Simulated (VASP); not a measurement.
# AlN (Fm-3m) in VASP: settings compared

AlN is run at these levels: PBE, r2SCAN; tasks: single point, relaxation of cell and atoms.

Program: VASP 6.6.1. These are calculated values, not measurements. Logs are shortened: lines on timing, memory, paths and dates and some standing lists are left out, and cuts for length are marked.

### 1 The cell of the first run

It takes space group Fm-3m (No. 225, cubic). The conventional cell has a = 4.070 Å, b = 4.070 Å, c = 4.070 Å, α = 90.00°, β = 90.00°, γ = 90.00°. Al (site symmetry m-3m) has 6 N at 2.04 Å within 2.7 Å. Within 2.7 Å of N (site symmetry m-3m) lie 6 Al at 2.04 Å.

### 2 Single point, PBE

File INCAR:

```
SYSTEM = AlN
PREC     = Accurate       ! precision mode
ENCUT    = 520            ! plane-wave cutoff, eV
EDIFF    = 1E-7           ! SCF threshold, eV
ISMEAR   = 0              ! smearing method
SIGMA    = 0.02           ! smearing width, eV
LREAL    = .FALSE.        ! projectors in reciprocal space
LASPH    = .TRUE.         ! aspherical terms in the spheres
NELM     = 100            ! most SCF steps
ALGO     = Normal         ! electronic algorithm
ISIF     = 2              ! what is computed and relaxed
LWAVE    = .FALSE.        ! write WAVECAR
LCHARG   = .TRUE.         ! write CHGCAR
GGA      = PE             ! functional
LELF     = .TRUE.         ! ELF
LVHAR    = .TRUE.       
NBANDS   = 11             ! bands
```

File KPOINTS:

```
Automatic mesh
0
G
  10 10 10
  0 0 0
```

File POSCAR:

```
AlN
1.0
    0.0000000000      2.0351763364      2.0351763364
    2.0351763364      0.0000000000      2.0351763364
    2.0351763364      2.0351763364      0.0000000000
Al N
1 1
Direct
    0.0000000000      0.0000000000      0.0000000000
    0.5000000000      0.5000000000      0.5000000000
```

Potentials or basis: VASP PAW PBE potentials, release 64 (Al, N).

Launch:

```bash
$ cat potpaw_PBE.64/Al/POTCAR potpaw_PBE.64/N/POTCAR > POTCAR
$ mpirun -np 1 vasp_std > vasp.out
```

OUTCAR:

```text
SYSTEM = AlN
   PREC = Accurate
   ENCUT = 520
   EDIFF = 1E-7
   ISMEAR = 0
   LREAL = .FALSE.
   LASPH = .TRUE.
   NELM = 100
   ISIF = 2
   GGA = PE

 ion  position               nearest neighbor table
   1  0.000  0.000  0.000-   2 2.04   2 2.04   2 2.04   2 2.04   2 2.04   2 2.04
   2  0.500  0.500  0.500-   1 2.04   1 2.04   1 2.04   1 2.04   1 2.04   1 2.04

  LATTYP: Found a face centered cubic cell.
 ALAT       =     4.0703526728

  Lattice vectors:

 A1 = (   0.0000000000,   2.0351763364,   2.0351763364)
 A2 = (   2.0351763364,   0.0000000000,   2.0351763364)
 A3 = (   2.0351763364,   2.0351763364,   0.0000000000)

Analysis of symmetry for initial positions (statically):
=====================================================================
 Subroutine PRICEL returns:
 Original cell was already a primitive cell.

 Routine SETGRP: Setting up the symmetry group for a
 face centered cubic supercell.

 Subroutine GETGRP returns: Found 48 space group operations
 (whereof 48 operations were pure point group operations)
 out of a pool of 48 trial point group operations.

The static configuration has the point symmetry O_h .

Analysis of symmetry for dynamics (positions and initial velocities):
=====================================================================
 Subroutine PRICEL returns:
 Original cell was already a primitive cell.

 Routine SETGRP: Setting up the symmetry group for a
 face centered cubic supercell.

 Subroutine GETGRP returns: Found 48 space group operations
 (whereof 48 operations were pure point group operations)
 out of a pool of 48 trial point group operations.

The dynamic configuration has the point symmetry O_h .

 Subroutine INISYM returns: Found 48 space group operations
 (whereof 48 operations are pure point group operations),
 and found     1 'primitive' translations

----------------------------------------------------------------------------------------

                                     Primitive cell

  volume of cell :      16.8592

  direct lattice vectors                    reciprocal lattice vectors
     0.000000000  2.035176336  2.035176336    -0.245678957  0.245678957  0.245678957
     2.035176336  0.000000000  2.035176336     0.245678957 -0.245678957  0.245678957
     2.035176336  2.035176336  0.000000000     0.245678957  0.245678957 -0.245678957

  length of vectors
     2.878173977  2.878173977  2.878173977     0.425528436  0.425528436  0.425528436

  position of ions in fractional coordinates (direct lattice)
     0.000000000  0.000000000  0.000000000
     0.500000000  0.500000000  0.500000000

  ion indices of the primitive-cell ions
   primitive index   ion index
                 1           1
                 2           2

----------------------------------------------------------------------------------------

 KPOINTS: Automatic mesh

Automatic generation of k-mesh.
 Grid dimensions read from file:
 generate k-points for:   10   10   10

 Generating k-lattice:

  Cartesian coordinates                     Fractional coordinates (reciprocal lattice)
    -0.024567896  0.024567896  0.024567896     0.100000000  0.000000000  0.000000000
     0.024567896 -0.024567896  0.024567896     0.000000000  0.100000000  0.000000000
     0.024567896  0.024567896 -0.024567896     0.000000000  0.000000000  0.100000000

  Length of vectors
     0.042552844  0.042552844  0.042552844

  Shift w.r.t. Gamma in fractional coordinates (k-lattice)
     0.000000000  0.000000000  0.000000000

 Subroutine IBZKPT returns following result:
 ===========================================

 Found     47 irreducible k-points:

 Following reciprocal coordinates:
            Coordinates               Weight
  0.000000  0.000000  0.000000      1.000000
  0.100000  0.000000  0.000000      8.000000
  0.200000  0.000000  0.000000      8.000000
  0.300000  0.000000  0.000000      8.000000
  0.400000  0.000000  0.000000      8.000000
  0.500000  0.000000  0.000000      4.000000
[... 16 lines left out ...]
  0.300000  0.300000  0.000000      6.000000
  0.400000  0.300000  0.000000     24.000000
 [... further k-points ...]
   k-points           NKPTS =     47   k-points in BZ     NKDIM =     47   number of bands    NBANDS=     11
   number of dos      NEDOS =    301   number of ions     NIONS =      2
   total plane-waves  NPLWV =  13824
   dimension x,y,z NGX =    24 NGY =   24 NGZ =   24
   dimension x,y,z NGXF=    48 NGYF=   48 NGZF=   48
   ions per type =               1   1
   NGX,Y,Z   is equivalent  to a cutoff of  13.86, 13.86, 13.86 a.u.
   NGXF,Y,Z  is equivalent  to a cutoff of  27.73, 27.73, 27.73 a.u.
 SYSTEM =  AlN
   PREC   = accura    normal or accurate (medium, high low for compatibility)
   ISTART =      0    job   : 0-new  1-cont  2-samecut
   ICHARG =      2    charge: 1-file 2-atom 10-const
   ISPIN  =      1    spin polarized calculation?
   LNONCOLLINEAR =      F non collinear calculations
   LSORBIT =      F    spin-orbit coupling
   LASPH  =      T    aspherical Exc in radial PAW
   ENCUT  =  520.0 eV  38.22 Ry    6.18 a.u.   5.35  5.35  5.35*2*pi/ulx,y,z
   NELM   =    100;   NELMIN=  2; NELMDL= -5     # of ELM steps
   EDIFF  = 0.1E-06   stopping-criterion for ELM
   LREAL  =      F    real-space projection
   EDIFFG = 0.1E-05   stopping-criterion for IOM
   NSW    =      0    number of steps for IOM
   IBRION =     -1    ionic relax: 0-MD 1-quasi-New 2-CG
   NFREE  =      0    steps in history (QN), initial steepest desc. (CG)
   ISIF   =      2    stress and relaxation
   ISYM   =      2    0-nonsym 1-usesym 2-fastsym
   POTIM  = 0.5000    time-step for ionic-motion
   TEBEG  =    0.0;   TEEND  =   0.0 temperature during run
   PSTRESS=    0.0 pullay stress
   NELECT =       8.0000    total number of electrons
   NUPDOWN=      -1.0000    fix difference up-down
   EMIN   =  10.00;   EMAX   =-10.00  energy-range for DOS
   EFERMI =   0.00;   METHOD = LEGACY
   ISMEAR =     0;   SIGMA  =   0.02  broadening in eV -4-tet -1-fermi 0-gaus
   EFERMI_NEDOS =   21; number of points for ismear=-14 and -15
   IALGO  =     38    algorithm
   IMIX   =      4    mixing-type and parameters
     AMIX     =   0.40;   BMIX     =  1.00
     AMIX_MAG =   1.60;   BMIX_MAG =  1.00
  volume/ion in A,a.u.               =       8.43        56.89
  Fermi-wavevector in a.u.,A,eV,Ry     =   1.276908  2.413005 22.184202  1.630493
  Thomas-Fermi vector in A             =   2.409537
   LORBIT       =      0    0 simple, 1 ext, 2 COOP (PROOUT), +10 PAW based schemes
   GGA     = PE    functional components
   LHFCALC =     F    Hartree Fock is set to
   AEXX    =    0.0000 exact exchange contribution
   IVDW    =     0    specifies the selected vdW correction
   LEPSILON=     F    determine dielectric tensor
   LRPA    =     F    only Hartree local field effects (RPA)
 non-spin polarized calculation
 Gauss-broadening in eV      SIGMA  =   0.02
  energy-cutoff  :      520.00
  volume of cell :       16.86
 maximum number of plane-waves:       469
 NGX is ok and might be reduce to    24
   NGX = 11   NGY = 11   NGZ = 11

 number of electron       8.0000000 magnetization

 Free energy of the ion-electron system (eV)
  ---------------------------------------------------
  ext. energy  EPLUGINS =         0.00000000
  ---------------------------------------------------
  free energy    TOTEN  =       -14.54590749 eV

  energy without entropy =      -14.54590749  energy(sigma->0) =      -14.54590749

 E-fermi :   9.8679     XC(G=0): -12.1919

 val. band max:        9.7054163963   @ k =   0.0000   0.0000   0.0000
 cond. band min:      14.1199082812   @ k =   0.5000   0.5000   0.0000
 fundamental gap:      4.4144918849
 Fermi energy:         9.8679020020

 k-point     1 :       0.0000    0.0000    0.0000
  band No.  band energies     occupation
      1      -7.6665      2.00000
      2       9.7054      2.00000
      3       9.7054      2.00000
      4       9.7054      2.00000
      5      15.0980      0.00000
      6      21.8078      0.00000
      7      21.8078      0.00000
      8      21.8078      0.00000
      9      26.8948      0.00000
     10      27.3478      0.00000
     11      27.3478      0.00000

 k-point     2 :       0.1000    0.0000    0.0000
  band No.  band energies     occupation
      1      -7.4654      2.00000
      2       8.6879      2.00000
      3       9.5876      2.00000
      4       9.5876      2.00000
      5      15.7393      0.00000
      6      20.9033      0.00000
      7      22.0953      0.00000
      8      22.0953      0.00000
      9      25.7166      0.00000
     10      25.7166      0.00000
     11      27.6885      0.00000

 k-point     3 :       0.2000    0.0000    0.0000
  band No.  band energies     occupation
      1      -6.8805      2.00000
      2       6.5694      2.00000
      3       9.3014      2.00000
      4       9.3014      2.00000
      5      16.4335      0.00000
      6      20.3526      0.00000
      7      22.2239      0.00000
      8      22.2239      0.00000
      9      25.1628      0.00000
     10      25.1628      0.00000
     11      26.9980      0.00000

 k-point     4 :       0.3000    0.0000    0.0000
  band No.  band energies     occupation
      1      -5.9856      2.00000
      2       4.2789      2.00000
      3       8.9838      2.00000
      4       8.9838      2.00000
      5      16.2271      0.00000
      6      21.2154      0.00000
      7      21.4572      0.00000
      8      21.4572      0.00000
      9      26.1916      0.00000
     10      26.6577      0.00000
     11      26.6577      0.00000
[... 239 lines left out ...]
 k-point    22 :      -0.2000    0.2000    0.0000
  band No.  band energies     occupation
      1      -5.6963      2.00000
      2       4.8001      2.00000
      3       6.8309      2.00000
      4       9.0492      2.00000
      5      18.1634      0.00000
      6      19.6281      0.00000
      7      20.3182      0.00000
      8      22.0468      0.00000
      9      24.6390      0.00000
     10      28.6287      0.00000
     11      29.9049      0.00000

 k-point    23 :       0.3000    0.3000    0.0000
  band No.  band energies     occupation
      1      -5.4586      2.00000
      2       4.9473      2.00000
      3       7.7230      2.00000
      4       7.7230      2.00000
      5      16.3716      0.00000
      6      16.4238      0.00000
      7      21.2342      0.00000
      8      25.1073      0.00000
      9      25.1073      0.00000
     10      30.0601      0.00000
     11      33.5217      0.00000

 k-point    24 :       0.4000    0.3000    0.0000
  band No.  band energies     occupation
      1      -4.7212      2.00000
      2       3.9378      2.00000
      3       6.9635      2.00000
      4       7.4704      2.00000
      5      15.7112      0.00000
      6      16.5754      0.00000
      7      21.6889      0.00000
      8      25.0625      0.00000
      9      25.8004      0.00000
     10      31.3175      0.00000
     11      34.2013      0.00000

 [... further k-points ...]
[... 5 lines left out ...]
  --------------------------------------------------------------------------------------
  -------------------------------------------------------------------------------------
  Total       -0.0245774     -0.0245774     -0.0245774     -0.0000000     -0.0000000      0.0000000
  in kB       -2.3356641     -2.3356641     -2.3356641     -0.0000000     -0.0000000      0.0000000
  external PRESSURE =      -2.3356641 kB  Pullay stress =       0.0000000 kB

 VOLUME and BASIS-vectors are now :
 -----------------------------------------------------------------------------
  energy-cutoff  :      520.00
  volume of cell :       16.86
      direct lattice vectors                 reciprocal lattice vectors
     0.000000000  2.035176336  2.035176336    -0.245678957  0.245678957  0.245678957
     2.035176336  0.000000000  2.035176336     0.245678957 -0.245678957  0.245678957
     2.035176336  2.035176336  0.000000000     0.245678957  0.245678957 -0.245678957

 POSITION                                       TOTAL-FORCE (eV/Angst)
 -----------------------------------------------------------------------------------
      0.00000      0.00000      0.00000        -0.000000     -0.000000     -0.000000
      2.03518      2.03518      2.03518         0.000000      0.000000      0.000000
 -----------------------------------------------------------------------------------
    total drift:                               -0.000000     -0.000000      0.000000

  FREE ENERGIE OF THE ION-ELECTRON SYSTEM (eV)
  ---------------------------------------------------
  free  energy   TOTEN  =       -14.5459074853 eV

  energy  without entropy=      -14.5459074853  energy(sigma->0) =      -14.54590749
```

It used 5.7 s of CPU time on 1 thread of Intel Xeon 6975P-C (shared host).

Results:

- Free energy: -14.5459 eV
- Pressure: -0.2 GPa
- Band gap on the k mesh: 4.41 eV, indirect (least direct gap 5.39 eV)

Levels at points of the mesh, in eV from the valence-band top:
```tsv
k point	band 1	band 2	band 3	band 4	band 5	band 6	band 7	band 8
(0.00, 0.00, 0.00)	-17.37	0.00	0.00	0.00	5.39	12.10	12.10	12.10
(0.50, 0.00, 0.00)	-14.19	-8.18	-1.04	-1.04	6.01	10.84	10.84	13.00
(0.50, 0.50, 0.00)	-13.24	-7.25	-2.75	-2.75	4.41	5.34	13.81	16.94
```

A k mesh can miss the band edges.

### 3 Relaxation of cell and atoms, PBE

File INCAR:

```
ALGO = Normal ; EDIFF = 1E-6
EDIFFG = -0.01 ; ENCUT = 600
GGA = PE ; IBRION = 2
ISIF = 3 ; ISMEAR = 0
LASPH = T ; LCHARG = F
LREAL = F ; LWAVE = F
NELM = 80 ; NSW = 100
PREC = Accurate ; SIGMA = 0.02
```

File KPOINTS:

```
k-points
0
Gamma
  10 10 10
```

POSCAR is that of step 2.

Potentials or basis: VASP PAW PBE potentials, release 64 (Al, N).

Launch:

```bash
$ cat potpaw_PBE.64/Al/POTCAR potpaw_PBE.64/N/POTCAR > POTCAR
$ mpirun -np 1 vasp_std > vasp.out
```

Wall time 9.8 s (1 thread of Intel Xeon 6975P-C, shared host); peak memory 0.14 GiB.

The run converged. Its results:

```yaml
Free_energy: -14.5477 eV
Relaxed_volume: 8.42 Å³/atom
Relaxed_cell: a = 2.877 Å, b = 2.877 Å, c = 2.877 Å, α = 60.00°, β = 60.00°, γ = 60.00°
Space_group_after_relaxing_to_0.05_Å: Fm-3m (No. 225)
Energy_gained_by_relaxing: 0.0 meV/atom
Ionic_steps: 3
Pressure_after_relaxing: 0.0 GPa
Band_gap_on_the_k_mesh: 4.43 eV, indirect (least direct gap 5.41 eV)
```

Final structure:
```
Al N
1.0
     0.00000    2.03413    2.03413
     2.03413    0.00000    2.03413
     2.03413    2.03413    0.00000
Al N
1 1
Cartesian
  0.0000 0.0000 0.0000
  2.0341 2.0341 2.0341
```

Levels at points of the mesh, in eV from the valence-band top:
| k point | band 1 | band 2 | band 3 | band 4 | band 5 | band 6 | band 7 | band 8 |
| --- | --- | --- | --- | --- | --- | --- | --- | --- |
| (0.00, 0.00, 0.00) | -17.39 | 0.00 | 0.00 | 0.00 | 5.41 | 12.11 | 12.11 | 12.11 |
| (0.50, 0.00, 0.00) | -14.20 | -8.19 | -1.04 | -1.04 | 6.02 | 10.85 | 10.85 | 13.02 |
| (0.50, 0.50, 0.00) | -13.24 | -7.26 | -2.75 | -2.75 | 4.43 | 5.33 | 13.82 | 16.96 |

### 4 Relaxation of cell and atoms, PBE

This run uses another cell than the first one, of 12.53 Å³/atom, 1.487 times its volume.

File INCAR:

```
SYSTEM = AlN
ALGO = Normal
EDIFF = 1E-7
EDIFFG = -0.08
ENCUT = 600
GGA = PE
GGA_COMPAT = .FALSE.
IBRION = 2
ISIF = 3
ISMEAR = 0
LASPH = .TRUE.
LCHARG = .FALSE.
LREAL = .FALSE.
LWAVE = .FALSE.
NELM = 120
NELMIN = 4
NSW = 36
PREC = Accurate
SIGMA = 0.15
```

File KPOINTS:

```
k-points
0
G
  5 5 5
  0 0 0
```

File POSCAR:

```
AlN
1.0
    0.0000000000      2.3228568200      2.3228568200
    2.3228568200      0.0000000000      2.3228568200
    2.3228568200      2.3228568200      0.0000000000
Al N
1 1
Direct
    0.5000000000      0.5000000000      0.5000000000
    0.0000000000      0.0000000000      0.0000000000
```

Launch:

```bash
$ cat potpaw_PBE.64/Al/POTCAR potpaw_PBE.64/N/POTCAR > POTCAR
$ mpirun -np 1 vasp_std > vasp.out
```

It took 12 s on 1 thread of Intel Xeon Platinum 8488C (Sapphire Rapids), shared host; peak memory 0.15 GiB.

It converged, with:

```
Free energy                            : -14.5392 eV
Relaxed volume                         : 8.44 Å³/atom
Relaxed cell                           : a = 2.880 Å, b = 2.880 Å, c = 2.880 Å, α = 60.00°, β = 60.00°, γ = 60.00°
Space group after relaxing (to 0.05 Å) : Fm-3m (No. 225)
Energy gained by relaxing              : 801.8 meV/atom
Ionic steps                            : 3
Pressure after relaxing                : -0.7 GPa
Band gap on the k mesh                 : 5.00 eV, indirect (least direct gap 5.37 eV)
```

Step by step:
| step | energy change (eV) | largest force (eV/Å) | pressure (GPa) | volume (Å³) |
| --- | --- | --- | --- | --- |
| 1 | 0.0000 | 0.0000 | -44.14 | 25.07 |
| 2 | -1.2771 | 0.0000 | 50.80 | 14.51 |
| 3 | -1.6035 | 0.0000 | -0.68 | 16.89 |

Final structure:
```
Al N
1.0
     0.00000    2.03626    2.03626
     2.03626    0.00000    2.03626
     2.03626    2.03626    0.00000
Al N
1 1
Direct
  0.50000 0.50000 0.50000
  0.00000 0.00000 0.00000
```

Levels at points of the mesh, in eV from the valence-band top:
| k point | band 2 | band 3 | band 4 | band 5 | band 6 | band 7 |
| --- | --- | --- | --- | --- | --- | --- |
| (0.00, 0.00, 0.00) | 0.00 | 0.00 | 0.00 | 5.37 | 12.08 | 12.08 |

Caveat: the k points lie up to 0.53 Å⁻¹ apart in the final cell; the volume moved by over 15 % at a fixed basis, so the end points are rough. A k mesh can miss the band edges.

[end of part 1 of 2]
